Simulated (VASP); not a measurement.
# ZnS (P4/mmm) in VASP: notebook, part 2 of 2

VASP 6.6.1. Earlier steps stand in the parts before.

## 4. Single point, PBE

This run uses another cell than the first one, of 16.34 Å³/atom, 1.004 times its volume.

The input, INCAR:

```
SYSTEM = ZnS
PREC = Accurate
ENCUT = 520
EDIFF = 1E-6
ISMEAR = 0
SIGMA = 0.1
LREAL = .FALSE.
LASPH = .TRUE.
NELM = 100
ALGO = Normal
ISIF = 2
LWAVE = .FALSE.
LCHARG = .TRUE.
GGA = PE
LELF = .TRUE.
LVHAR = .TRUE.
NBANDS = 16
```

The input, KPOINTS:

```
Automatic mesh
0
G
  16 16 18
  0 0 0
```

The input, POSCAR:

```
ZnS
1.0
    3.3085832458      0.0000000000      0.0000000000
    0.0000000000      3.3085832458      0.0000000000
    0.0000000000      0.0000000000      2.9849169072
Zn S
1 1
Direct
    0.5000000000      0.5000000000      0.5000000000
    0.0000000000      0.0000000000      0.0000000000
```

Potentials or basis: VASP PAW PBE potentials, release 64 (Zn, S).

Run with:

```bash
cat potpaw_PBE.64/Zn/POTCAR potpaw_PBE.64/S/POTCAR > POTCAR
mpirun -np 1 vasp_std > vasp.out
```

OUTCAR:

```text
SYSTEM = ZnS
   PREC = Accurate
   ENCUT = 520
   EDIFF = 1E-6
   ISMEAR = 0
   LREAL = .FALSE.
   LASPH = .TRUE.
   NELM = 100
   ISIF = 2
   GGA = PE

 ion  position               nearest neighbor table
   1  0.500  0.500  0.500-   2 2.78   2 2.78   2 2.78   2 2.78   2 2.78   2 2.78   2 2.78   2 2.78

   2  0.000  0.000  0.000-   1 2.78   1 2.78   1 2.78   1 2.78   1 2.78   1 2.78   1 2.78   1 2.78

  LATTYP: Found a simple tetragonal cell.
 ALAT       =     3.3085832458
 C/A-ratio  =     0.9021737358

  Lattice vectors:

 A1 = (   3.3085832458,   0.0000000000,   0.0000000000)
 A2 = (   0.0000000000,   3.3085832458,   0.0000000000)
 A3 = (   0.0000000000,   0.0000000000,   2.9849169072)

Analysis of symmetry for initial positions (statically):
=====================================================================
 Subroutine PRICEL returns:
 Original cell was already a primitive cell.

 Routine SETGRP: Setting up the symmetry group for a
 simple tetragonal supercell.

 Subroutine GETGRP returns: Found 16 space group operations
 (whereof 16 operations were pure point group operations)
 out of a pool of 16 trial point group operations.

The static configuration has the point symmetry D_4h.

[... 156 lines left out ...]
  ---------------------------------------------------
  free energy    TOTEN  =        -4.93078052 eV

  energy without entropy =       -4.92711168  energy(sigma->0) =       -4.92894610

 E-fermi :   4.7504     XC(G=0): -11.0201

 val. band max:        4.7388897643   @ k =   0.5000   0.2500   0.1111
 cond. band min:       4.7552605502   @ k =   0.3750   0.0000   0.5000
 fundamental gap:      0.0163707858
 Fermi energy:         4.7503610244

 k-point     1 :       0.0000    0.0000    0.0000
  band No.  band energies     occupation
      1      -9.7949      2.00000
      2      -2.5225      2.00000
      3      -2.4107      2.00000
      4      -2.0940      2.00000
      5      -2.0344      2.00000
      6      -2.0344      2.00000
[... 433 lines left out ...]
      3      -2.4193      2.00000
      4      -2.3093      2.00000
      5      -2.1633      2.00000
      6      -2.0343      2.00000
[... 8 lines left out ...]
     15      17.9630      0.00000
     16      19.9670      0.00000

 [... further k-points ...]
[... 5 lines left out ...]
  --------------------------------------------------------------------------------------
  -------------------------------------------------------------------------------------
  Total        0.0232794      0.0232794      0.0255229      0.0000000      0.0000000      0.0000000
  in kB        1.1414759      1.1414759      1.2514797      0.0000000      0.0000000      0.0000000
  external PRESSURE =       1.1781438 kB  Pullay stress =       0.0000000 kB

 VOLUME and BASIS-vectors are now :
 -----------------------------------------------------------------------------
  energy-cutoff  :      520.00
  volume of cell :       32.68
      direct lattice vectors                 reciprocal lattice vectors
     3.308583246  0.000000000  0.000000000     0.302244171  0.000000000  0.000000000
     0.000000000  3.308583246  0.000000000     0.000000000  0.302244171  0.000000000
     0.000000000  0.000000000  2.984916907     0.000000000  0.000000000  0.335017701

 POSITION                                       TOTAL-FORCE (eV/Angst)
 -----------------------------------------------------------------------------------
      1.65429      1.65429      1.49246         0.000000      0.000000      0.000000
      0.00000      0.00000      0.00000         0.000000      0.000000      0.000000
 -----------------------------------------------------------------------------------
    total drift:                                0.000000      0.000000      0.000000

  FREE ENERGIE OF THE ION-ELECTRON SYSTEM (eV)
  ---------------------------------------------------
  free  energy   TOTEN  =        -4.9307805165 eV

  energy  without entropy=       -4.9271116758  energy(sigma->0) =       -4.92894610
```

stdout:

```text
POSCAR found type information on POSCAR ZnS
 POSCAR found :  2 types and       2 ions
 scaLAPACK will be used
 LDA part: xc-table for (Slater+PW92), standard interpolation
 POSCAR, INCAR and KPOINTS ok, starting setup
 FFT: planning ... GRIDC
 FFT: planning ... GRID_SOFT
 FFT: planning ... GRID
 WAVECAR not read
 entering main loop
```

It took 2.3 min on 1 thread of Intel Xeon 6975P-C, shared host; peak memory 0.34 GiB.

Results:

* Free energy: -4.9308 eV
* Pressure: 0.1 GPa
* Band gap on the k mesh: zero (band 9 reaches 5.59 eV, above the bottom of band 10 at 3.42 eV)

Levels at points of the mesh, in eV from the Fermi level:
```
           k point  band 6  band 7  band 8  band 9  band 10  band 11  band 12  band 13
(0.00, 0.00, 0.00)   -6.78   -1.93   -1.93   -0.97    -0.18     5.62     6.81    11.40
(0.50, 0.00, 0.00)   -6.77   -6.34   -0.54    0.77     3.75     4.54     6.04     7.89
(0.50, 0.50, 0.00)   -6.58   -5.47   -5.47   -2.44     1.01     9.17     9.17     9.58
(0.00, 0.00, 0.50)   -6.81   -6.00   -0.16   -0.16     3.04     4.21     6.59     6.59
(0.50, 0.00, 0.50)   -6.66   -5.52   -4.93   -1.43     0.04     7.32     8.06     8.80
(0.50, 0.50, 0.50)   -6.63   -3.30   -2.43   -2.43     1.02     1.37     1.37     2.20
```

## 5. Relaxation of cell and atoms, PBE

This run uses another cell than the first one, of the same volume but with other edges.

The input, INCAR:

```
PREC = Accurate ; ENCUT = 600
EDIFF = 1E-6 ; ISMEAR = 0
SIGMA = 0.1 ; LREAL = False
LASPH = True ; NELM = 60
ALGO = Normal ; ISIF = 3
LWAVE = False ; LCHARG = False
GGA = PE ; IBRION = 2
NSW = 100 ; EDIFFG = -0.01
```

The input, KPOINTS:

```
regular mesh
0
Gamma
  16 16 18
```

The input, POSCAR:

```
ZnS
1.0
    3.3350733156      0.0000000000      0.0000000000
    0.0000000000      3.3350733156      0.0000000000
    0.0000000000      0.0000000000      2.9263735293
Zn S
1 1
Direct
    0.5000000000      0.5000000000      0.5000000000
    0.0000000000      0.0000000000      0.0000000000
```

Run with:

```bash
cat potpaw_PBE.64/Zn/POTCAR potpaw_PBE.64/S/POTCAR > POTCAR
mpirun -np 1 vasp_std > vasp.out
```

It took 6 min on 1 thread of Intel Xeon 6975P-C, shared host; peak memory 0.36 GiB.

It converged, with:

* Free energy: -4.9309 eV
* Relaxed volume: 16.32 Å³/atom
* Relaxed cell: a = 3.309 Å, b = 3.309 Å, c = 2.981 Å, α = 90.00°, β = 90.00°, γ = 90.00°
* Space group after relaxing (to 0.05 Å): P4/mmm (No. 123)
* Energy gained by relaxing: 1.0 meV/atom
* Ionic steps: 5
* Pressure after relaxing: 0.0 GPa
* Band gap on the k mesh: zero (band 9 reaches 5.61 eV, above the bottom of band 10 at 3.42 eV)

The path:
```tsv
step	energy change (eV)	largest force (eV/Å)	pressure (GPa)	volume (Å³)
1	0.0000	0.0000	0.43	32.55
2	-0.0009	0.0000	-0.08	32.76
3	-0.0011	0.0000	-0.36	32.87
4	-0.0017	0.0000	-0.25	32.79
5	-0.0020	0.0000	0.03	32.64
```

Final structure:
```
Zn S
1.0
     3.30880    0.00000    0.00000
     0.00000    3.30880    0.00000
     0.00000    0.00000    2.98129
Zn S
1 1
Direct
  0.50000 0.50000 0.50000
  0.00000 0.00000 0.00000
```

Levels at points of the mesh, in eV from the Fermi level:
```
           k point  band 7  band 8  band 9  band 10  band 11  band 12
(0.00, 0.00, 0.00)   -1.95   -1.95   -0.97    -0.17     5.61     6.82
(0.50, 0.00, 0.00)   -6.34   -0.55    0.78     3.75     4.54     6.02
(0.50, 0.50, 0.00)   -5.48   -5.48   -2.46     1.02     9.19     9.19
(0.00, 0.00, 0.50)   -6.00   -0.17   -0.17     3.03     4.21     6.59
(0.50, 0.00, 0.50)   -5.54   -4.94   -1.43     0.03     7.31     8.05
(0.50, 0.50, 0.50)   -3.31   -2.43   -2.43     1.01     1.37     1.37
```

## 6. Summary

| task | cell | k mesh | cutoff (eV) | gap on the mesh (eV) | pressure (GPa) | relaxed volume (Å³/atom) |
| --- | --- | --- | --- | --- | --- | --- |
| relaxation of cell and atoms | relaxed from a = 3.439, b = 3.439, c = 2.752 Å, 2 atoms | 6 × 6 × 6 | 600 | none | 0.1 | 16.28 |
| relaxation of cell and atoms | relaxed from a = 3.321, b = 3.321, c = 4.222 Å, 2 atoms | 6 × 6 × 4 | 600 | none | 0.0 | 16.29 |
| single point | a = 3.309, b = 3.309, c = 2.985 Å, 2 atoms | 16 × 16 × 18 | 520 | none | 0.1 | - |
| relaxation of cell and atoms | relaxed from a = 3.335, b = 3.335, c = 2.926 Å, 2 atoms | 16 × 16 × 18 | 600 | none | 0.0 | 16.32 |

Alike in all rows: level PBE; potentials or basis VASP PAW PBE potentials, release 64 (Zn, S); no spin polarisation; smearing gaussian 0.1 eV.

Caveats: some runs use coarse meshes; the volume moved by over 15 % at a fixed basis, so the end points are rough (some runs).

Total energies depend on the potentials used, so only differences within one code and one set of settings carry meaning.
